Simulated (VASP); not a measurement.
# Ge2As3 (P6/mmm) in VASP: notebook, part 2 of 2

VASP 6.6.1.

### 4 Relaxation of cell and atoms, PBE

INCAR

```
SYSTEM = Ge2As3
ALGO     = Normal         ! electronic algorithm
EDIFF    = 1E-6           ! SCF threshold, eV
EDIFFG   = -0.04          ! ionic threshold
ENCUT    = 600            ! plane-wave cutoff, eV
GGA      = PE             ! functional
IBRION   = 2              ! ionic algorithm
ISIF     = 3              ! what is computed and relaxed
ISMEAR   = 0              ! smearing method
LASPH    = .True.         ! aspherical terms in the spheres
LCHARG   = .False.        ! write CHGCAR
LREAL    = .False.        ! projectors in reciprocal space
LWAVE    = .False.        ! write WAVECAR
NELM     = 60             ! most SCF steps
NSW      = 90             ! ionic steps
PREC     = Accurate       ! precision mode
SIGMA    = 0.1            ! smearing width, eV
```

KPOINTS

```
k-points
0
Gamma
  6 6 2
  0 0 0
```

POSCAR

```
Ge2As3
1.0
    4.2582237200      0.0000000000      0.0000000000
   -2.1291118600      3.6877299100      0.0000000000
    0.0000000000      0.0000000000      8.2818836600
Ge As
2 3
Direct
    0.0000000000      0.0000000000      0.2554678100
    0.0000000000      0.0000000000      0.7445321900
    0.3333333300      0.6666666700      0.0000000000
    0.6666666700      0.3333333300      0.0000000000
    0.0000000000      0.0000000000      0.5000000000
```

Potentials or basis: VASP PAW PBE potentials, release 64 (Ge_d, As).

Launch:

```
$ cat potpaw_PBE.64/Ge_d/POTCAR potpaw_PBE.64/As/POTCAR > POTCAR
$ mpirun -np 1 vasp_std > vasp.out
```

OUTCAR:

```text
SYSTEM = Ge2As3
   EDIFF = 1E-6
   EDIFFG = -0.04
   ENCUT = 600
   GGA = PE
   IBRION = 2
   ISIF = 3
   ISMEAR = 0
   LASPH = .True.
   LREAL = .False.
   NELM = 60
   NSW = 90
   PREC = Accurate

 ion  position               nearest neighbor table
   1  0.000  0.000  0.255-   5 2.03
   2  0.000  0.000  0.745-   5 2.03
   3  0.333  0.667  0.000-   4 2.46   4 2.46   4 2.46
   4  0.667  0.333  0.000-   3 2.46   3 2.46   3 2.46
   5  0.000  0.000  0.500-   1 2.03   2 2.03

  LATTYP: Found a hexagonal cell.
 ALAT       =     4.2582237200
 C/A-ratio  =     1.9449151112

  Lattice vectors:

 A1 = (   4.2582237200,   0.0000000000,   0.0000000000)
 A2 = (  -2.1291118600,   3.6877299100,   0.0000000000)
 A3 = (   0.0000000000,   0.0000000000,   8.2818836600)

[... 282 lines left out ...]
  free  energy   TOTEN  =       -19.2355348141 eV

  energy  without entropy=      -19.2213207586  energy(sigma->0) =      -19.22842779

[... ionic steps 4 to 24 ...]

--------------------------------------- Ionic step       25  -------------------------------------------

 number of electron      42.9999994 magnetization

------------------------ aborting loop because EDIFF is reached ----------------------------------------
[... 73 lines left out ...]
--------------------------------------- Ionic step       27  -------------------------------------------

 number of electron      43.0000002 magnetization

 Free energy of the ion-electron system (eV)
  ---------------------------------------------------
  ext. energy  EPLUGINS =         0.00000000
  ---------------------------------------------------
  free energy    TOTEN  =       -19.61910753 eV

  energy without entropy =      -19.60125417  energy(sigma->0) =      -19.61018085

 E-fermi :   2.2700     XC(G=0):  -8.5487

 val. band max:        2.1383139056   @ k =   0.1667  -0.0000   0.5000
 cond. band min:       2.2888364313   @ k =   0.3333   0.0000   0.5000
 fundamental gap:      0.1505225257
 Fermi energy:         2.2700262941

 k-point     1 :       0.0000    0.0000    0.0000
  band No.  band energies     occupation
      1     -22.3256      2.00000
      2     -22.3243      2.00000
      3     -22.3243      2.00000
      4     -22.3235      2.00000
      5     -22.3235      2.00000
      6     -22.3091      2.00000
[... 413 lines left out ...]
  FREE ENERGIE OF THE ION-ELECTRON SYSTEM (eV)
  ---------------------------------------------------
  free  energy   TOTEN  =       -19.6191075266 eV

  energy  without entropy=      -19.6012541657  energy(sigma->0) =      -19.61018085

 reached required accuracy - stopping structural energy minimisation
```

OSZICAR:

```text
N       E                     dE             d eps       ncg     rms          rms(c)
DAV:   1     0.374918655062E+03    0.37492E+03   -0.22402E+04   798   0.333E+03
DAV:   2     0.440366494033E+02   -0.33088E+03   -0.32697E+03   740   0.739E+02
DAV:   3    -0.154090829062E+02   -0.59446E+02   -0.58298E+02   926   0.192E+02
[... 264 lines left out ...]
DAV:   3    -0.196195277157E+02    0.93148E-03   -0.33221E-03  1022   0.346E-01    0.116E-01
DAV:   4    -0.196191170607E+02    0.41065E-03   -0.10080E-03   865   0.242E-01    0.280E-02
DAV:   5    -0.196191085233E+02    0.85374E-05   -0.87349E-05   753   0.975E-02    0.190E-02
DAV:   6    -0.196191068386E+02    0.16848E-05   -0.15657E-05   876   0.419E-02    0.661E-03
DAV:   7    -0.196191075266E+02   -0.68801E-06   -0.20796E-06   451   0.113E-02
  27 F= -.19619108E+02 E0= -.19610181E+02  d E =-.145178E-02
```

CONTCAR:

```text
Ge2As3
   1.00000000000000
     4.5733454833322424   -0.0000000000000000    0.0000000000000000
    -2.2866727416661212    3.9606333609235782   -0.0000000000000000
     0.0000000000000000    0.0000000000000000    8.0834579566433042
  Ge              As
     2     3
Direct
     0.0000000000000000    0.0000000000000000    0.2070670637135109
     0.0000000000000000    0.0000000000000000    0.7929329362864891
     0.3333333300000021    0.6666666699999979    1.0000000000000000
     0.6666666699999979    0.3333333300000021    1.0000000000000000
     0.0000000000000000    0.0000000000000000    0.5000000000000000

  0.00000000E+00  0.00000000E+00  0.00000000E+00
  0.00000000E+00  0.00000000E+00  0.00000000E+00
  0.00000000E+00  0.00000000E+00  0.00000000E+00
  0.00000000E+00  0.00000000E+00  0.00000000E+00
  0.00000000E+00  0.00000000E+00  0.00000000E+00
```

It took 30 min on 1 thread of AMD EPYC 7R13, shared host; peak memory 0.29 GiB.

What came out:

```yaml
Free_energy: -19.6191 eV
Relaxed_volume: 29.28 Å³/atom
Relaxed_cell: a = 4.573 Å, b = 4.573 Å, c = 8.083 Å, α = 90.00°, β = 90.00°, γ = 120.00°
Space_group_after_relaxing_to_0.05_Å: P6/mmm (No. 191)
Energy_gained_by_relaxing: 367.2 meV/atom
Ionic_steps: 27
Pressure_after_relaxing: 0.0 GPa
Largest_force_after_relaxing: 0.023 eV/Å
```

Forces in eV/Å, atoms in the order of the input:
```
Ge   0.000  0.000 -0.023
Ge   0.000  0.000  0.023
As   0.000  0.000  0.000
As   0.000  0.000  0.000
As   0.000  0.000  0.000
```

The path:
```csv
step,energy change (eV),largest force (eV/Å),pressure (GPa),volume (Å³)
1,0.0000,5.9874,13.08,130.05
2,-0.1898,0.7311,-4.46,172.42
3,-1.4523,0.1694,0.04,146.83
4,-1.4767,0.0064,0.63,145.29
5,-1.4861,0.2785,1.47,143.38
6,-1.4864,0.2347,1.37,143.66
7,-1.5860,0.3065,0.25,148.83
8,-1.6256,0.4413,-0.89,155.54
9,-1.6638,0.5351,-0.46,153.50
10,-1.7290,1.0280,1.03,147.27
11,-1.3531,1.6884,5.53,134.39
12,-1.6876,1.3332,1.79,145.69
13,-1.6952,1.2977,1.75,145.49
14,-1.7153,1.1830,1.78,144.92
15,-1.7421,0.9552,1.85,143.75
16,-1.7442,0.5808,2.19,141.39
17,-1.7498,0.7031,2.09,142.22
18,-1.7727,0.5936,1.71,142.97
19,-1.8190,0.3043,0.74,145.23
20,-1.8223,0.1265,-0.97,149.76
21,-1.8343,0.0446,-0.30,147.72
22,-1.8344,0.0612,-0.20,147.55
23,-1.8348,0.0548,-0.08,147.38
24,-1.8349,0.0530,-0.13,147.32
25,-1.8351,0.0485,-0.06,147.19
26,-1.8355,0.0401,-0.08,146.93
27,-1.8358,0.0227,-0.02,146.42
```

Final structure:
```xyz
5
Lattice="4.5733 0.0000 0.0000 -2.2867 3.9606 0.0000 0.0000 0.0000 8.0835" Properties=species:S:1:pos:R:3 pbc="T T T"
Ge    0.0000    0.0000    1.6738
Ge    0.0000    0.0000    6.4096
As    0.0000    2.6404    8.0835
As    2.2867    1.3202    8.0835
As    0.0000    0.0000    4.0417
```

Levels at points of the mesh, in eV from the Fermi level:
```csv
k point,band 18,band 19,band 20,band 21,band 22,band 23,band 24,band 25
"(0.00, 0.00, 0.00)",-3.23,-1.64,-1.64,0.63,0.63,0.98,1.27,1.27
"(0.50, 0.00, 0.00)",-1.80,-1.68,-0.98,-0.27,0.19,0.55,2.15,3.31
"(0.00, 0.00, 0.50)",-2.20,-1.46,-1.46,-0.84,-0.29,-0.29,1.62,2.84
"(0.50, 0.00, 0.50)",-3.65,-0.76,-0.75,-0.33,0.45,1.30,2.16,2.18
```

Caveat: the k points lie up to 0.39 Å⁻¹ apart in the final cell.

### 5 Single point, PBE

This run uses another cell than the first one, of 28.66 Å³/atom, 1.102 times its volume.

INCAR

```
  PREC = Accurate
  ENCUT = 520
  EDIFF = 1E-6
  ISMEAR = 0
  SIGMA = 0.1
  LREAL = F
  LASPH = T
  NELM = 100
  ALGO = Normal
  ISIF = 2
  LWAVE = F
  LCHARG = F
  GGA = PE
  NBANDS = 30
```

KPOINTS

```
regular mesh
0
Gamma
  12 12 6
```

POSCAR

```
Ge2As3
1.0
    4.5842394787      0.0000000000      0.0000000000
   -2.2921197393      3.9700678456      0.0000000000
    0.0000000000      0.0000000000      7.8733380169
Ge As
2 3
Direct
    0.0000000000      0.0000000000      0.2000697678
    0.0000000000      0.0000000000      0.7999302322
    0.3333333333      0.6666666667      0.0000000000
    0.6666666667      0.3333333333      0.0000000000
    0.0000000000      0.0000000000      0.5000000000
```

Launch:

```
$ cat potpaw_PBE.64/Ge_d/POTCAR potpaw_PBE.64/As/POTCAR > POTCAR
$ mpirun -np 1 vasp_std > vasp.out
```

Wall time 8.2 min (1 thread of AMD EPYC 7R13, shared host); peak memory 0.41 GiB.

Results (log left out):

* Free energy: -19.7338 eV
* Pressure: 0.1 GPa
* Largest force: 0.023 eV/Å

Forces in eV/Å, atoms in the order of the input:
```
Ge   0.000  0.000 -0.023
Ge   0.000  0.000  0.023
As   0.000  0.000  0.000
As   0.000  0.000  0.000
As   0.000  0.000  0.000
```

Stress tensor (GPa, compression positive):
```
0.05 0.00 0.00
0.00 0.05 0.00
0.00 0.00 0.13
```

Levels at points of the mesh, in eV from the Fermi level:
```
           k point  band 19  band 20  band 21  band 22  band 23  band 24
(0.00, 0.00, 0.00)    -1.98    -1.98     0.56     0.56     0.82     1.09
(0.50, 0.00, 0.00)    -1.70    -0.84    -0.31     0.21     0.48     2.10
(0.00, 0.00, 0.50)    -1.82    -1.82    -0.73    -0.38    -0.38     1.55
(0.50, 0.00, 0.50)    -0.85    -0.72    -0.36     0.53     1.32     2.17
```

### 6 Overview

| task | cell | k mesh | cutoff (eV) | gap on the mesh (eV) | pressure (GPa) | largest force (eV/Å) |
| --- | --- | --- | --- | --- | --- | --- |
| single point | a = 4.258, b = 4.258, c = 8.282 Å, angles 90.0, 90.0, 120.0°, 5 atoms | 6 × 6 × 2 | 520 | none | 13.1 | 5.99 |
| single point | a = 4.567, b = 4.567, c = 8.082 Å, angles 90.0, 90.0, 120.0°, 5 atoms | 6 × 6 × 2 | 520 | none | 0.1 | 0.03 |
| relaxation of cell and atoms | relaxed from a = 4.258, b = 4.258, c = 8.282 Å, angles 90.0, 90.0, 120.0°, 5 atoms | 6 × 6 × 2 | 600 | none | 0.0 | 0.02 |
| single point | a = 4.584, b = 4.584, c = 7.873 Å, angles 90.0, 90.0, 120.0°, 5 atoms | 12 × 12 × 6 | 520 | none | 0.1 | 0.02 |

Alike in all rows: level PBE; potentials or basis VASP PAW PBE potentials, release 64 (Ge_d, As); no spin polarisation; smearing gaussian 0.1 eV.

Caveats: some runs use coarse meshes; forces of over 1 eV/Å act on the atoms, so gaps and moduli don't describe the material at rest (some runs).

Absolute energies hang on the potentials; compare differences alone.
